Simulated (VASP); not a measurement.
# CuI (F-43m) in VASP: further runs

CuI is run at these levels: PBE-based screened hybrid with 25 % exact exchange, HF; tasks: single point.

Everything below comes from runs of VASP 6.6.1. Logs are shortened: lines on timing, memory, paths and dates and some standing lists are left out, and cuts for length are marked.

### Step 1. The cell of the first run

It takes space group F-43m (No. 216, cubic). Conventional cell: a = 6.063 Å, b = 6.063 Å, c = 6.063 Å, α = 90.00°, β = 90.00°, γ = 90.00°. I (site symmetry -43m) has 4 Cu at 2.63 Å within 3.5 Å. Cu (site symmetry -43m) has 4 I at 2.63 Å within 3.5 Å.

### Step 2. Single point, PBE-based screened hybrid with 25 % exact exchange

File POSCAR:

```
CuI
1.0
    0.0000000000      3.0315000000      3.0315000000
    3.0315000000      0.0000000000      3.0315000000
    3.0315000000      3.0315000000      0.0000000000
I Cu
1 1
Direct
    0.0000000000      0.0000000000      0.0000000000
    0.7500000000      0.7500000000      0.7500000000
```

File INCAR.step1:

```
SYSTEM = CuI
PREC = Accurate
ENCUT = 520
EDIFF = 1E-5
ISMEAR = -1
SIGMA = 0.05
LREAL = .FALSE.
LASPH = .TRUE.
NELM = 80
ALGO = Normal
ISIF = 2
LWAVE = .TRUE.
LCHARG = .FALSE.
NBANDS = 16
GGA = PE
```

File INCAR.step2:

```
SYSTEM = CuI
PREC = Accurate
ENCUT = 520
EDIFF = 1E-6
ISMEAR = -1
SIGMA = 0.05
LREAL = .FALSE.
LASPH = .TRUE.
NELM = 80
ALGO = Normal
ISIF = 2
LWAVE = .FALSE.
LCHARG = .FALSE.
GGA = PE
LHFCALC = .TRUE.
AEXX = 0.25
HFSCREEN = 0.3
PRECFOCK = Normal
NBANDS = 16
ISTART = 1
```

File KPOINTS:

```
regular mesh
0
G
  4 4 4
  0 0 0
```

Potentials or basis: VASP PAW PBE potentials, release 64 (I, Cu).

Run with:

```
> cat potpaw_PBE.64/I/POTCAR potpaw_PBE.64/Cu/POTCAR > POTCAR
> cp INCAR.step1 INCAR
> mpirun -np 1 vasp_std > vasp.out
> cp INCAR.step2 INCAR
> mpirun -np 1 vasp_std > vasp.out
```

OUTCAR:

```text
SYSTEM = CuI
   PREC = Accurate
   ENCUT = 520
   EDIFF = 1E-6
   ISMEAR = -1
   LREAL = .FALSE.
   LASPH = .TRUE.
   NELM = 80
   ISIF = 2
   GGA = PE
   LHFCALC = .TRUE.
   AEXX = 0.25
   HFSCREEN = 0.3
   PRECFOCK = Normal
   ISTART = 1

 ion  position               nearest neighbor table
   1  0.000  0.000  0.000-   2 2.63   2 2.63   2 2.63   2 2.63
   2  0.750  0.750  0.750-   1 2.63   1 2.63   1 2.63   1 2.63

  LATTYP: Found a face centered cubic cell.
 ALAT       =     6.0630000000

  Lattice vectors:

 A1 = (   0.0000000000,   3.0315000000,   3.0315000000)
 A2 = (   3.0315000000,   0.0000000000,   3.0315000000)
 A3 = (   3.0315000000,   3.0315000000,   0.0000000000)

Analysis of symmetry for initial positions (statically):
=====================================================================
 Subroutine PRICEL returns:
 Original cell was already a primitive cell.

 Routine SETGRP: Setting up the symmetry group for a
 face centered cubic supercell.

 Subroutine GETGRP returns: Found 24 space group operations
 (whereof 24 operations were pure point group operations)
 out of a pool of 48 trial point group operations.

The static configuration has the point symmetry T_d .

Analysis of symmetry for dynamics (positions and initial velocities):
=====================================================================
 Subroutine PRICEL returns:
 Original cell was already a primitive cell.

 Routine SETGRP: Setting up the symmetry group for a
 face centered cubic supercell.

 Subroutine GETGRP returns: Found 24 space group operations
 (whereof 24 operations were pure point group operations)
 out of a pool of 48 trial point group operations.

The dynamic configuration has the point symmetry T_d .

 Subroutine INISYM returns: Found 24 space group operations
 (whereof 24 operations are pure point group operations),
 and found     1 'primitive' translations

----------------------------------------------------------------------------------------

                                     Primitive cell

  volume of cell :      55.7189

  direct lattice vectors                    reciprocal lattice vectors
     0.000000000  3.031500000  3.031500000    -0.164934851  0.164934851  0.164934851
     3.031500000  0.000000000  3.031500000     0.164934851 -0.164934851  0.164934851
     3.031500000  3.031500000  0.000000000     0.164934851  0.164934851 -0.164934851

  length of vectors
     4.287188414  4.287188414  4.287188414     0.285675541  0.285675541  0.285675541

  position of ions in fractional coordinates (direct lattice)
     0.000000000  0.000000000  0.000000000
     0.750000000  0.750000000  0.750000000

  ion indices of the primitive-cell ions
   primitive index   ion index
                 1           1
                 2           2

----------------------------------------------------------------------------------------

 KPOINTS: regular mesh

Automatic generation of k-mesh.
 Grid dimensions read from file:
 generate k-points for:    4    4    4

 Generating k-lattice:

  Cartesian coordinates                     Fractional coordinates (reciprocal lattice)
    -0.041233713  0.041233713  0.041233713     0.250000000  0.000000000  0.000000000
     0.041233713 -0.041233713  0.041233713     0.000000000  0.250000000  0.000000000
     0.041233713  0.041233713 -0.041233713     0.000000000  0.000000000  0.250000000

  Length of vectors
     0.071418885  0.071418885  0.071418885

  Shift w.r.t. Gamma in fractional coordinates (k-lattice)
     0.000000000  0.000000000  0.000000000

 Subroutine IBZKPT returns following result:
 ===========================================

 Found      8 irreducible k-points:

 Following reciprocal coordinates:
            Coordinates               Weight
  0.000000  0.000000  0.000000      1.000000
  0.250000  0.000000  0.000000      8.000000
  0.500000  0.000000  0.000000      4.000000
  0.250000  0.250000  0.000000      6.000000
  0.500000  0.250000  0.000000     24.000000
 -0.250000  0.250000  0.000000     12.000000
  0.500000  0.500000  0.000000      3.000000
 -0.250000  0.500000  0.250000      6.000000
   k-points           NKPTS =      8   k-points in BZ     NKDIM =     64   number of bands    NBANDS=     16
   number of dos      NEDOS =    301   number of ions     NIONS =      2
   total plane-waves  NPLWV =  32768
   dimension x,y,z NGX =    32 NGY =   32 NGZ =   32
   dimension x,y,z NGXF=    64 NGYF=   64 NGZF=   64
   ions per type =               1   1
   NGX,Y,Z   is equivalent  to a cutoff of  12.41, 12.41, 12.41 a.u.
   NGXF,Y,Z  is equivalent  to a cutoff of  24.82, 24.82, 24.82 a.u.
 SYSTEM =  CuI
   PREC   = accura    normal or accurate (medium, high low for compatibility)
   ISTART =      1    job   : 0-new  1-cont  2-samecut
   ICHARG =      0    charge: 1-file 2-atom 10-const
   ISPIN  =      1    spin polarized calculation?
   LNONCOLLINEAR =      F non collinear calculations
   LSORBIT =      F    spin-orbit coupling
   LASPH  =      T    aspherical Exc in radial PAW
   ENCUT  =  520.0 eV  38.22 Ry    6.18 a.u.   7.97  7.97  7.97*2*pi/ulx,y,z
   NELM   =     80;   NELMIN=  2; NELMDL=  0     # of ELM steps
   EDIFF  = 0.1E-05   stopping-criterion for ELM
   LREAL  =      F    real-space projection
   EDIFFG = 0.1E-04   stopping-criterion for IOM
   NSW    =      0    number of steps for IOM
   IBRION =     -1    ionic relax: 0-MD 1-quasi-New 2-CG
   NFREE  =      0    steps in history (QN), initial steepest desc. (CG)
   ISIF   =      2    stress and relaxation
   ISYM   =      3    0-nonsym 1-usesym 2-fastsym
   POTIM  = 0.5000    time-step for ionic-motion
   TEBEG  =    0.0;   TEEND  =   0.0 temperature during run
   PSTRESS=    0.0 pullay stress
   NELECT =      18.0000    total number of electrons
   NUPDOWN=      -1.0000    fix difference up-down
   EMIN   =  10.00;   EMAX   =-10.00  energy-range for DOS
   EFERMI =   0.00;   METHOD = LEGACY
   ISMEAR =    -1;   SIGMA  =   0.05  broadening in eV -4-tet -1-fermi 0-gaus
   EFERMI_NEDOS =   21; number of points for ismear=-14 and -15
   IALGO  =     38    algorithm
   IMIX   =      1    mixing-type and parameters
     AMIX     =   0.40;   BMIX     =  1.00
     AMIX_MAG =   1.60;   BMIX_MAG =  1.00
  volume/ion in A,a.u.               =      27.86       188.00
  Fermi-wavevector in a.u.,A,eV,Ry     =   1.123306  2.122741 17.168055  1.261816
  Thomas-Fermi vector in A             =   2.259971
   LORBIT       =      0    0 simple, 1 ext, 2 COOP (PROOUT), +10 PAW based schemes
   GGA     = PE    functional components
   LHFCALC =     T    Hartree Fock is set to
   PRECFOCK=normal    Normal, Fast or Accurate (Low or Medium for compatibility)
   ENCUT4O =  -1.0   cutoff for four orbital integrals eV
   NKREDX  =     1    reduce k-point grid by
   NKREDY  =     1    reduce k-point grid by
   NKREDZ  =     1    reduce k-point grid by
   AEXX    =    0.2500 exact exchange contribution
   HFSCREEN=    0.3000 screening length (either q_TF or 0.3 A-1)
   HFSCREENC=   0.3000 screening length for correlation (either q_TF or 0.3 A-1)
   ENCUTFOCK=  -1.0 apply spherical cutoff to Coloumb kernel
   IVDW    =     0    specifies the selected vdW correction
   LEPSILON=     F    determine dielectric tensor
   LRPA    =     F    only Hartree local field effects (RPA)
 non-spin polarized calculation
  energy-cutoff  :      520.00
  volume of cell :       55.72
 maximum number of plane-waves:      1524
  NGX = 24; NGY = 24; NGZ = 24

 number of electron      18.0000015 magnetization

 Free energy of the ion-electron system (eV)
  ---------------------------------------------------
  ext. energy  EPLUGINS =         0.00000000
  ---------------------------------------------------
  free energy    TOTEN  =        -6.24347293 eV

  energy without entropy =       -6.24347293  energy(sigma->0) =       -6.24347293

 E-fermi :   4.6581     XC(G=0):  -7.5494

 val. band max:        3.6012612280   @ k =   0.0000   0.0000   0.0000
 cond. band min:       5.9821437282   @ k =   0.0000   0.0000   0.0000
 fundamental gap:      2.3808825002
 Fermi energy:         4.6580945299

 k-point     1 :       0.0000    0.0000    0.0000
  band No.  band energies     occupation
      1     -11.0553      2.00000
      2      -0.3365      2.00000
      3      -0.3365      2.00000
      4      -0.3365      2.00000
      5       1.1715      2.00000
      6       1.1715      2.00000
      7       3.6013      2.00000
      8       3.6013      2.00000
      9       3.6013      2.00000
     10       5.9821      0.00000
     11       9.6794      0.00000
     12       9.6794      0.00000
     13       9.6795      0.00000
     14      13.2305      0.00000
     15      14.4520      0.00000
     16      14.4520      0.00000

 k-point     2 :       0.2500    0.0000    0.0000
  band No.  band energies     occupation
      1     -10.7710      2.00000
      2      -1.0362      2.00000
      3      -0.2795      2.00000
      4      -0.2795      2.00000
      5       1.1629      2.00000
      6       1.1629      2.00000
      7       1.9779      2.00000
      8       3.1747      2.00000
      9       3.1747      2.00000
     10       7.1237      0.00000
     11      10.2489      0.00000
     12      10.2489      0.00000
     13      10.2778      0.00000
     14      13.5445      0.00000
     15      13.5445      0.00000
     16      13.8077      0.00000

 k-point     3 :       0.5000    0.0000    0.0000
  band No.  band energies     occupation
      1     -10.4470      2.00000
      2      -1.8665      2.00000
      3      -0.2320      2.00000
      4      -0.2320      2.00000
      5       1.1956      2.00000
      6       1.1956      2.00000
      7       1.2477      2.00000
      8       2.7825      2.00000
      9       2.7825      2.00000
     10       6.9781      0.00000
     11      10.1804      0.00000
     12      10.1804      0.00000
     13      12.1886      0.00000
     14      14.1300      0.00000
     15      15.8672      0.00000
     16      15.8672      0.00000

 k-point     4 :       0.2500    0.2500    0.0000
  band No.  band energies     occupation
      1     -10.6757      2.00000
      2      -1.1163      2.00000
      3      -0.2696      2.00000
      4      -0.2696      2.00000
      5       1.0871      2.00000
      6       1.2119      2.00000
      7       2.2296      2.00000
      8       2.5542      2.00000
      9       2.5542      2.00000
     10       8.0548      0.00000
     11       8.1103      0.00000
     12      11.6702      0.00000
     13      11.6702      0.00000
     14      11.6957      0.00000
     15      15.0880      0.00000
     16      16.7945      0.00000

 k-point     5 :       0.5000    0.2500    0.0000
  band No.  band energies     occupation
      1     -10.3491      2.00000
      2      -1.5771      2.00000
      3      -0.5344      2.00000
      4      -0.1938      2.00000
      5       1.1206      2.00000
      6       1.2088      2.00000
      7       1.3201      2.00000
      8       1.9949      2.00000
      9       2.2170      2.00000
     10       7.9300      0.00000
     11       9.4522      0.00000
     12      11.1504      0.00000
     13      11.9090      0.00000
     14      14.5572      0.00000
     15      16.0084      0.00000
     16      16.8505      0.00000

 k-point     6 :      -0.2500    0.2500    0.0000
  band No.  band energies     occupation
      1     -10.4584      2.00000
      2      -1.3433      2.00000
      3      -0.6496      2.00000
      4      -0.2044      2.00000
      5       1.1310      2.00000
      6       1.1754      2.00000
      7       1.5556      2.00000
      8       1.8719      2.00000
      9       2.7945      2.00000
     10       8.3447      0.00000
     11      10.0122      0.00000
     12      10.5518      0.00000
     13      11.0446      0.00000
     14      13.0361      0.00000
     15      15.2767      0.00000
     16      17.0712      0.00000

 k-point     7 :       0.5000    0.5000    0.0000
  band No.  band energies     occupation
      1     -10.2413      2.00000
      2      -1.8976      2.00000
      3      -0.1407      2.00000
      4      -0.1407      2.00000
      5       1.1742      2.00000
      6       1.2525      2.00000
      7       1.3617      2.00000
      8       1.7010      2.00000
      9       1.7010      2.00000
     10       7.2857      0.00000
     11       7.6445      0.00000
     12      14.2119      0.00000
     13      14.8997      0.00000
     14      14.8997      0.00000
     15      16.2110      0.00000
     16      16.9965      0.00000

 k-point     8 :      -0.2500    0.5000    0.2500
  band No.  band energies     occupation
      1     -10.2374      2.00000
      2      -1.3296      2.00000
      3      -0.9511      2.00000
      4      -0.1707      2.00000
      5       1.1005      2.00000
      6       1.2646      2.00000
      7       1.2824      2.00000
      8       1.4123      2.00000
      9       1.9516      2.00000
     10       9.2769      0.00000
     11       9.4921      0.00000
     12      10.8815      0.00000
     13      11.0765      0.00000
     14      15.4457      0.00000
     15      16.6150      0.00000
     16      16.9806      0.00000

------------------------ aborting loop because EDIFF is reached ----------------------------------------

  FORCE on cell =-STRESS in cart. coord.  units (eV):
  Direction    XX          YY          ZZ          XY          YZ          ZX
  --------------------------------------------------------------------------------------
  -------------------------------------------------------------------------------------
  Total        0.2557523      0.2557523      0.2557523      0.0000000     -0.0000000      0.0000000
  in kB        7.3540645      7.3540645      7.3540645      0.0000000     -0.0000000      0.0000000
  external PRESSURE =       7.3540645 kB  Pullay stress =       0.0000000 kB

 VOLUME and BASIS-vectors are now :
 -----------------------------------------------------------------------------
  energy-cutoff  :      520.00
  volume of cell :       55.72
      direct lattice vectors                 reciprocal lattice vectors
     0.000000000  3.031500000  3.031500000    -0.164934851  0.164934851  0.164934851
     3.031500000  0.000000000  3.031500000     0.164934851 -0.164934851  0.164934851
     3.031500000  3.031500000  0.000000000     0.164934851  0.164934851 -0.164934851

 POSITION                                       TOTAL-FORCE (eV/Angst)
 -----------------------------------------------------------------------------------
      0.00000      0.00000      0.00000        -0.000000     -0.000000     -0.000000
      4.54725      4.54725      4.54725         0.000000      0.000000      0.000000
 -----------------------------------------------------------------------------------
    total drift:                                0.000285      0.000265      0.000191

  FREE ENERGIE OF THE ION-ELECTRON SYSTEM (eV)
  ---------------------------------------------------
  free  energy   TOTEN  =        -6.2434729259 eV

  energy  without entropy=       -6.2434729258  energy(sigma->0) =       -6.24347293
```

It took 3.8 min on 1 thread of AMD EPYC 9R45 (Zen 5), shared host; peak memory 0.26 GiB.

What came out:

* Free energy: -6.2435 eV
* Pressure: 0.7 GPa
* Band gap on the k mesh: 2.38 eV

Caveat: the k points lie up to 0.45 Å⁻¹ apart; the PAW data sets were made with another functional, which shifts forces and pressure a little; spin-orbit coupling is left out, which moves the levels of the heavy elements.

### Step 3. Single point, HF

This run uses another cell than the first one, of 28.42 Å³/atom.

File POSCAR:

```
CuI
1.0
    0.0000000000      3.0515767440      3.0515767440
    3.0515767440      0.0000000000      3.0515767440
    3.0515767440      3.0515767440      0.0000000000
I Cu
1 1
Direct
    0.0000000000      0.0000000000      0.0000000000
    0.7500000000      0.7500000000      0.7500000000
```

File INCAR.step1:

```
  ALGO = Normal
  EDIFF = 1E-5
  ENCUT = 520
  GGA = PE
  ISIF = 2
  ISMEAR = -1
  LASPH = T
  LCHARG = F
  LREAL = F
  LWAVE = T
  NBANDS = 16
  NELM = 100
  PREC = Accurate
  SIGMA = 0.05
```

File INCAR.step2:

```
  AEXX = 1.0
  AGGAC = 0.0
  ALDAC = 0.0
  ALGO = Normal
  EDIFF = 1E-7
  ENCUT = 520
  GGA = PE
  ISIF = 2
  ISMEAR = -1
  ISTART = 1
  LASPH = T
  LCHARG = F
  LHFCALC = T
  LREAL = F
  LWAVE = F
  NBANDS = 16
  NELM = 100
  PREC = Accurate
  PRECFOCK = Normal
  SIGMA = 0.05
```

File KPOINTS:

```
k-points
0
Gamma
  4 4 4
```

Potentials or basis: VASP PAW PBE potentials, release 64 (I, Cu).

Run with:

```
> cat potpaw_PBE.64/I/POTCAR potpaw_PBE.64/Cu/POTCAR > POTCAR
> cp INCAR.step1 INCAR
> mpirun -np 1 vasp_std > vasp.out
> cp INCAR.step2 INCAR
> mpirun -np 1 vasp_std > vasp.out
```

Run time: 12 min. Hardware: 1 thread of Intel Xeon Platinum 8559C (Emerald Rapids), shared host; peak memory 0.19 GiB.

It converged, with:

| Item | Value |
| --- | --- |
| Free energy | -10.7037 eV |
| Pressure | 7.2 GPa |
| Band gap on the k mesh | 9.81 eV |

Levels at points of the mesh, in eV from the valence-band top:
```
           k point  band 7  band 8  band 9  band 10  band 11  band 12
(0.00, 0.00, 0.00)    0.00    0.00    0.00     9.81    13.67    13.67
(0.50, 0.00, 0.00)   -4.99   -0.96   -0.96    10.90    13.99    13.99
(0.50, 0.50, 0.00)   -4.00   -2.49   -2.49    10.41    11.38    18.74
```

Caveat: the k points lie up to 0.45 Å⁻¹ apart; the PAW data sets were made with another functional, which shifts forces and pressure a little; spin-orbit coupling is left out, which moves the levels of the heavy elements.
